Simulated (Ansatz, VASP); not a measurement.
## Two plane-wave programs on TiC

INCAR

```
SYSTEM = TiC
  PREC = Accurate
  ENCUT = 520
  EDIFF = 1E-6
  ISMEAR = 0
  SIGMA = 0.1
  LREAL = Auto
  LASPH = .TRUE.
  NELM = 80
  ALGO = Normal
  ISIF = 2
  LWAVE = .FALSE.
  LCHARG = .FALSE.
  LDIPOL = .TRUE.
  IDIPOL = 3
  DIPOL = 0.5 0.5 0.459
  GGA = PE
  IVDW = 12
  NBANDS = 150
```

KPOINTS

```
regular mesh
0
G
  3 3 1
  0 0 0
```

File POSCAR:

```
TiC
1.0
    6.0686302234      0.0000000000      0.0000000000
    0.0000000000      6.0686302234      0.0000000000
    0.0000000000      0.0000000000     24.4367543752
Ti C
16 16
Direct
    0.2500000000      0.2500000000      0.3273757176
    0.2500000000      0.7500000000      0.3273757176
    0.7500000000      0.2500000000      0.3273757176
    0.7500000000      0.7500000000      0.3273757176
    0.5000000000      0.5000000000      0.4151772627
    0.5000000000      0.0000000000      0.4151772627
    0.0000000000      0.5000000000      0.4151772627
    0.0000000000      0.0000000000      0.4151772627
    0.7494278056      0.7494243103      0.5024142473
    0.7496087146      0.2505347952      0.5022109999
    0.2505284781      0.7496087276      0.5022050493
    0.2504192003      0.2504104084      0.5019935515
    0.0007823594      0.0007776503      0.5875223946
    0.0012969270      0.4997049929      0.5875883685
    0.4997533586      0.0012705213      0.5875893396
    0.4983693317      0.4983741916      0.5898331314
    0.5000000000      0.5000000000      0.3273757176
    0.5000000000      0.0000000000      0.3273757176
    0.0000000000      0.5000000000      0.3273757176
    0.0000000000      0.0000000000      0.3273757176
    0.7500000000      0.7500000000      0.4151772627
    0.7500000000      0.2500000000      0.4151772627
    0.2500000000      0.7500000000      0.4151772627
    0.2500000000      0.2500000000      0.4151772627
   -0.0000103408     -0.0000214078      0.5026633147
   -0.0000848658      0.5002155050      0.5028615995
    0.5002142475     -0.0000928073      0.5028615193
    0.5001587366      0.5001639013      0.5030500820
    0.2501983369      0.2502024367      0.5927837280
    0.2491267474      0.7509015117      0.5921707856
    0.7509196262      0.2491118575      0.5921572667
    0.7522643102      0.7522935331      0.5935049506
```

Input for Ansatz:

```yaml
crystal:
  lattice:
    - [6.0686302234, 0.0, 0.0]
    - [0.0, 6.0686302234, 0.0]
    - [0.0, 0.0, 24.4367543752]
  atoms:
    - { symbol: Ti, position: [0.25, 0.25, 0.3273757176] }
    - { symbol: Ti, position: [0.25, 0.75, 0.3273757176] }
    - { symbol: Ti, position: [0.75, 0.25, 0.3273757176] }
    - { symbol: Ti, position: [0.75, 0.75, 0.3273757176] }
    - { symbol: C, position: [0.5, 0.5, 0.3273757176] }
    - { symbol: C, position: [0.5, 0.0, 0.3273757176] }
    - { symbol: C, position: [0.0, 0.5, 0.3273757176] }
    - { symbol: C, position: [0.0, 0.0, 0.3273757176] }
    - { symbol: Ti, position: [0.5, 0.5, 0.4151772627] }
    - { symbol: Ti, position: [0.5, 0.0, 0.4151772627] }
    - { symbol: Ti, position: [0.0, 0.5, 0.4151772627] }
    - { symbol: Ti, position: [0.0, 0.0, 0.4151772627] }
    - { symbol: C, position: [0.75, 0.75, 0.4151772627] }
    - { symbol: C, position: [0.75, 0.25, 0.4151772627] }
    - { symbol: C, position: [0.25, 0.75, 0.4151772627] }
    - { symbol: C, position: [0.25, 0.25, 0.4151772627] }
    - { symbol: Ti, position: [0.7494278056, 0.7494243103, 0.5024142473] }
    - { symbol: Ti, position: [0.7496087146, 0.2505347952, 0.5022109999] }
    - { symbol: Ti, position: [0.2505284781, 0.7496087276, 0.5022050493] }
    - { symbol: Ti, position: [0.2504192003, 0.2504104084, 0.5019935515] }
    - { symbol: C, position: [-1.03408e-05, -2.14078e-05, 0.5026633147] }
    - { symbol: C, position: [-8.48658e-05, 0.500215505, 0.5028615995] }
    - { symbol: C, position: [0.5002142475, -9.28073e-05, 0.5028615193] }
    - { symbol: C, position: [0.5001587366, 0.5001639013, 0.503050082] }
    - { symbol: Ti, position: [0.0007823594, 0.0007776503, 0.5875223946] }
    - { symbol: Ti, position: [0.001296927, 0.4997049929, 0.5875883685] }
    - { symbol: Ti, position: [0.4997533586, 0.0012705213, 0.5875893396] }
    - { symbol: Ti, position: [0.4983693317, 0.4983741916, 0.5898331314] }
    - { symbol: C, position: [0.2501983369, 0.2502024367, 0.592783728] }
    - { symbol: C, position: [0.2491267474, 0.7509015117, 0.5921707856] }
    - { symbol: C, position: [0.7509196262, 0.2491118575, 0.5921572667] }
    - { symbol: C, position: [0.7522643102, 0.7522935331, 0.5935049506] }
basis:
  ecutwfc: 420
kpoints:
  mp_grid: { grid: [3, 3, 1] }
hamiltonian:
  xc: pbe
  dispersion: d3bj
scf:
  occupations: { method: gaussian, width: 0.1 }
output:
  forces: true
  eigenvalues: true
  write_density: true
  volumetric_format: npy
efield:
  axis: 3
  dipole_correction: true
  ramp_width: 0.04
```

Alike in both runs: task single point; functional PBE; dispersion D3(BJ); k mesh 3 × 3 × 1; occupations gaussian, width 0.1 eV; no spin polarisation.

|  | VASP | Ansatz |
| --- | --- | --- |
| version | VASP 6.6.1 | Ansatz 0.2.0 |
| potentials or method | VASP PAW PBE potentials, release 64 (Ti_sv, C), cutoff 520 eV | scalar-relativistic, plane waves, PAW |
| valence electrons in the cell | 256 | 256 |

```tsv
	VASP	Ansatz	Ansatz less VASP
gap on the k mesh at the Fermi level (eV)	none	none	-
rms of the force components (eV/Å)	0.414	0.418	+0.0040
```

A gap of «none» marks a metal or a gap that the smearing closes.
